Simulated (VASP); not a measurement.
# Hf (P6_3/mmc) in VASP: notebook

Aim: see how the results for Hf move with the level of theory and the settings. Levels: PBEsol, PBE. Tasks: relaxation of cell and atoms, single point.

All numbers are computed with VASP 6.6.1; they aren't measurements. Logs are shortened: lines on timing, memory, paths and dates and some standing lists are left out, and cuts for length are marked.

### Step 1. The cell of the first run

It takes space group P6_3/mmc (No. 194, hexagonal). The conventional cell has a = 3.197 Å, b = 3.197 Å, c = 5.058 Å, α = 90.00°, β = 90.00°, γ = 120.00°. Within 4.1 Å of Hf (site symmetry -6m2) lie 12 Hf at 3.13 to 3.20 Å.

### Step 2. Relaxation of cell and atoms, PBEsol

Contents of INCAR:

```
SYSTEM = Hf
PREC = Accurate
ENCUT = 600
EDIFF = 1E-7
ISMEAR = -1
SIGMA = 0.05
LREAL = .False.
LASPH = .True.
NELM = 60
ALGO = Normal
ISIF = 3
LWAVE = .False.
LCHARG = .False.
GGA = PS
IBRION = 2
NSW = 80
EDIFFG = -0.02
```

Contents of KPOINTS:

```
Automatic mesh
0
Gamma
  10 10 5
  0 0 0
```

Contents of POSCAR:

```
Hf
1.0
    3.1967000000      0.0000000000      0.0000000000
   -1.5983500000      2.7684234083      0.0000000000
    0.0000000000      0.0000000000      5.0578000000
Hf
2
Direct
    0.6666666667      0.3333333333      0.7500000000
    0.3333333333      0.6666666667      0.2500000000
```

Potentials or basis: VASP PAW PBE potentials, release 64 (Hf_pv).

The run is started by

```
$ cat potpaw_PBE.64/Hf_pv/POTCAR > POTCAR
$ mpirun -np 1 vasp_std > vasp.out
```

OUTCAR:

```text
SYSTEM = Hf
   PREC = Accurate
   ENCUT = 600
   EDIFF = 1E-7
   ISMEAR = -1
   LREAL = .False.
   LASPH = .True.
   NELM = 60
   ISIF = 3
   GGA = PS
   IBRION = 2
   NSW = 80
   EDIFFG = -0.02

 ion  position               nearest neighbor table
   1  0.667  0.333  0.750-   2 3.13   2 3.13   2 3.13   2 3.13   2 3.13   2 3.13
   2  0.333  0.667  0.250-   1 3.13   1 3.13   1 3.13   1 3.13   1 3.13   1 3.13

  LATTYP: Found a hexagonal cell.
 ALAT       =     3.1967000000
 C/A-ratio  =     1.5821941377

  Lattice vectors:

 A1 = (   3.1967000000,   0.0000000000,   0.0000000000)
 A2 = (  -1.5983500000,   2.7684234083,   0.0000000000)
 A3 = (   0.0000000000,   0.0000000000,   5.0578000000)

Analysis of symmetry for initial positions (statically):
=====================================================================
 Subroutine PRICEL returns:
 Original cell was already a primitive cell.

 Routine SETGRP: Setting up the symmetry group for a
 hexagonal supercell.

 Subroutine GETGRP returns: Found 24 space group operations
 (whereof 12 operations were pure point group operations)
 out of a pool of 24 trial point group operations.

The static configuration has the point symmetry D_3d.
 The point group associated with its full space group is D_6h.

Analysis of symmetry for dynamics (positions and initial velocities):
=====================================================================
 Subroutine PRICEL returns:
 Original cell was already a primitive cell.

 Routine SETGRP: Setting up the symmetry group for a
 hexagonal supercell.

 Subroutine GETGRP returns: Found 24 space group operations
 (whereof 12 operations were pure point group operations)
 out of a pool of 24 trial point group operations.

The dynamic configuration has the point symmetry D_3d.
 The point group associated with its full space group is D_6h.

 Subroutine INISYM returns: Found 24 space group operations
 (whereof 12 operations are pure point group operations),
 and found     1 'primitive' translations

----------------------------------------------------------------------------------------

                                     Primitive cell

  volume of cell :      44.7606

[... 100 lines left out ...]
   NUPDOWN=      -1.0000    fix difference up-down
   EMIN   =  10.00;   EMAX   =-10.00  energy-range for DOS
   EFERMI =   0.00;   METHOD = LEGACY
   ISMEAR =    -1;   SIGMA  =   0.05  broadening in eV -4-tet -1-fermi 0-gaus
   EFERMI_NEDOS =   21; number of points for ismear=-14 and -15
   IALGO  =     38    algorithm
   IMIX   =      4    mixing-type and parameters
     AMIX     =   0.40;   BMIX     =  1.00
     AMIX_MAG =   1.60;   BMIX_MAG =  1.00
  volume/ion in A,a.u.               =      22.38       151.03
  Fermi-wavevector in a.u.,A,eV,Ry     =   1.251563  2.365112 21.312311  1.566411
  Thomas-Fermi vector in A             =   2.385505
   LORBIT       =      0    0 simple, 1 ext, 2 COOP (PROOUT), +10 PAW based schemes
   GGA     = PS    functional components
   LHFCALC =     F    Hartree Fock is set to
   AEXX    =    0.0000 exact exchange contribution
   IVDW    =     0    specifies the selected vdW correction
   LEPSILON=     F    determine dielectric tensor
   LRPA    =     F    only Hartree local field effects (RPA)
 conjugate gradient relaxation of ions
 non-spin polarized calculation
  energy-cutoff  :      600.00
  volume of cell :       44.76
 maximum number of plane-waves:      1518
 NGX is ok and might be reduce to    28
   NGX = 13   NGY = 13   NGZ = 21

--------------------------------------- Ionic step        1  -------------------------------------------

 number of electron      20.0000001 magnetization

 Free energy of the ion-electron system (eV)
  ---------------------------------------------------
  ext. energy  EPLUGINS =         0.00000000
  ---------------------------------------------------
  free energy    TOTEN  =       -20.99013397 eV

  energy without entropy =      -20.97922603  energy(sigma->0) =      -20.98468000

------------------------ aborting loop because EDIFF is reached ----------------------------------------

  FORCE on cell =-STRESS in cart. coord.  units (eV):
  Direction    XX          YY          ZZ          XY          YZ          ZX
  --------------------------------------------------------------------------------------
  -------------------------------------------------------------------------------------
  Total       -1.1539158     -1.1539158     -1.2983037      0.0000000      0.0000000     -0.0000000
  in kB      -41.3036731    -41.3036731    -46.4719441      0.0000000      0.0000000     -0.0000000
  external PRESSURE =     -43.0264301 kB  Pullay stress =       0.0000000 kB
[... 59 lines left out ...]
--------------------------------------- Ionic step        3  -------------------------------------------

 number of electron      19.9999998 magnetization

 Free energy of the ion-electron system (eV)
  ---------------------------------------------------
  ext. energy  EPLUGINS =         0.00000000
  ---------------------------------------------------
  free energy    TOTEN  =       -21.01450868 eV

  energy without entropy =      -21.00524526  energy(sigma->0) =      -21.00987697

 E-fermi :   5.0089     XC(G=0): -11.5719

 val. band max:        4.9696454747   @ k =   0.1000   0.1000   0.2000
 cond. band min:       5.0167654217   @ k =   0.0000   0.0000   0.4000
 fundamental gap:      0.0471199470
 Fermi energy:         5.0088504043

 k-point     1 :       0.0000    0.0000    0.0000
  band No.  band energies     occupation
      1     -25.9757      2.00000
      2     -25.1219      2.00000
      3     -25.1219      2.00000
      4     -24.9768      2.00000
      5     -24.9749      2.00000
      6     -24.9749      2.00000
      7      -2.4884      2.00000
      8       1.1952      2.00000
      9       5.8617      0.00000
     10       6.2052      0.00000
     11       6.2052      0.00000
     12       6.5167      0.00000
     13       7.0740      0.00000
     14       7.0740      0.00000
[... 377 lines left out ...]
      1     -25.8096      2.00000
      2     -25.6628      2.00000
      3     -25.4509      2.00000
      4     -25.3153      2.00000
      5     -25.2041      2.00000
      6     -25.1235      2.00000
      7       1.4734      2.00000
      8       2.4338      2.00000
      9       3.3060      2.00000
     10       3.8959      2.00000
     11       5.6570      0.00000
     12       6.1251      0.00000
     13       6.7243      0.00000
     14       9.9900      0.00000

 [... further k-points ...]
[... 5 lines left out ...]
  --------------------------------------------------------------------------------------
  -------------------------------------------------------------------------------------
  Total       -0.0057240     -0.0057240     -0.0261756     -0.0000000      0.0000000      0.0000000
  in kB       -0.2131827     -0.2131827     -0.9748806     -0.0000000      0.0000000      0.0000000
  external PRESSURE =      -0.4670820 kB  Pullay stress =       0.0000000 kB
[... 17 lines left out ...]
  FREE ENERGIE OF THE ION-ELECTRON SYSTEM (eV)
  ---------------------------------------------------
  free  energy   TOTEN  =       -21.0145086803 eV

  energy  without entropy=      -21.0052452584  energy(sigma->0) =      -21.00987697

 reached required accuracy - stopping structural energy minimisation
```

Wall time 57 s (1 thread of Intel Xeon Platinum 8488C (Sapphire Rapids), shared host); peak memory 0.19 GiB.

Results:

* Free energy: -21.0145 eV
* Relaxed volume: 21.51 Å³/atom
* Relaxed cell: a = 3.156 Å, b = 3.156 Å, c = 4.986 Å, α = 90.00°, β = 90.00°, γ = 120.00°
* Space group after relaxing (to 0.05 Å): P6_3/mmc (No. 194)
* Energy gained by relaxing: 12.2 meV/atom
* Ionic steps: 3
* Pressure after relaxing: 0.0 GPa
* Band gap on the k mesh: zero (band 10 reaches 6.21 eV, above the bottom of band 11 at 4.69 eV)

Step by step:
```
step  energy change (eV)  largest force (eV/Å)  pressure (GPa)  volume (Å³)
   1              0.0000                0.0000           -4.30        44.76
   2              0.0124                0.0000            6.03        40.98
   3             -0.0244                0.0000           -0.05        43.02
```

Final structure:
```
Hf
1.0
     3.15636    0.00000    0.00000
    -1.57818    2.73349    0.00000
     0.00000    0.00000    4.98599
Hf
2
Cartesian
  1.5782 0.9112 3.7395
  0.0000 1.8223 1.2465
```

Caveat: the PAW data sets were made with another functional, which shifts forces and pressure a little; spin-orbit coupling is left out, which moves the levels of the heavy elements.

### Step 3. Single point, PBE

Contents of INCAR:

```
  PREC = Accurate
  ENCUT = 520
  EDIFF = 1E-7
  ISMEAR = -1
  SIGMA = 0.05
  LREAL = False
  LASPH = True
  NELM = 60
  ALGO = Fast
  ISIF = 2
  LWAVE = False
  LCHARG = True
  GGA = PE
  LELF = True
  LVHAR = True
  NBANDS = 17
```

Contents of KPOINTS:

```
Automatic mesh
0
Gamma
  12 12 6
```

POSCAR is that of step 2.

Potentials or basis: VASP PAW PBE potentials, release 64 (Hf_pv).

The run is started by

```
$ cat potpaw_PBE.64/Hf_pv/POTCAR > POTCAR
$ mpirun -np 1 vasp_std > vasp.out
```

It took 88 s on 1 thread of AMD EPYC 7R43 (Zen 3), shared host; peak memory 0.15 GiB.

It converged, with:

```
Free energy            : -19.8551 eV
Pressure               : 0.4 GPa
Band gap on the k mesh : zero (band 10 reaches 6.10 eV, above the bottom of band 11 at 4.68 eV)
```

Stress tensor (GPa, compression positive):
```
0.35 0.00 0.00
0.00 0.35 0.00
0.00 0.00 0.46
```

Levels at points of the mesh, in eV from the Fermi level:
| k point | band 8 | band 9 | band 10 | band 11 | band 12 | band 13 |
| --- | --- | --- | --- | --- | --- | --- |
| (0.00, 0.00, 0.00) | -3.72 | 0.63 | 1.17 | 1.17 | 1.45 | 1.99 |
| (0.50, 0.00, 0.00) | -2.76 | -2.24 | -0.81 | 0.78 | 0.86 | 1.67 |
| (0.00, 0.00, 0.50) | -5.41 | 0.14 | 0.14 | 1.06 | 1.06 | 1.06 |
| (0.50, 0.00, 0.50) | -3.42 | -1.00 | -1.00 | 1.16 | 1.16 | 2.64 |

Caveat: spin-orbit coupling is left out, which moves the levels of the heavy elements.

### Step 4. Single point, PBE

Contents of INCAR:

```
PREC = Accurate ; ENCUT = 520
EDIFF = 1E-6 ; ISMEAR = -1
SIGMA = 0.05 ; LREAL = F
LASPH = T ; NELM = 100
ALGO = Normal ; ISIF = 2
LWAVE = F ; LCHARG = F
GGA = PE ; NBANDS = 17
```

Contents of KPOINTS:

```
regular mesh
0
Gamma
  14 14 7
```

POSCAR is that of step 3.

The run is started by

```
$ cat potpaw_PBE.64/Hf_pv/POTCAR > POTCAR
$ mpirun -np 1 vasp_std > vasp.out
```

It took 71 s on 1 thread of AMD EPYC 7R43 (Zen 3), shared host; peak memory 0.16 GiB.

Results (log left out):

```yaml
Free_energy: -19.8555 eV
Pressure: 0.3 GPa
Band_gap_on_the_k_mesh: zero (band 10 reaches 6.10 eV, above the bottom of band 11 at 4.54 eV)
```

Stress tensor (GPa, compression positive):
```
0.39 0.00 0.00
0.00 0.39 0.00
0.00 0.00 0.16
```

Levels at points of the mesh, in eV from the Fermi level:
```tsv
k point	band 7	band 8	band 9	band 10	band 11	band 12	band 13	band 14
(0.00, 0.00, 0.00)	-7.39	-3.71	0.63	1.17	1.17	1.45	2.00	2.00
(0.50, 0.00, 0.00)	-3.36	-2.75	-2.23	-0.81	0.79	0.86	1.67	5.88
```

Caveat: spin-orbit coupling is left out, which moves the levels of the heavy elements.

(Continued in part 2 of 2.)
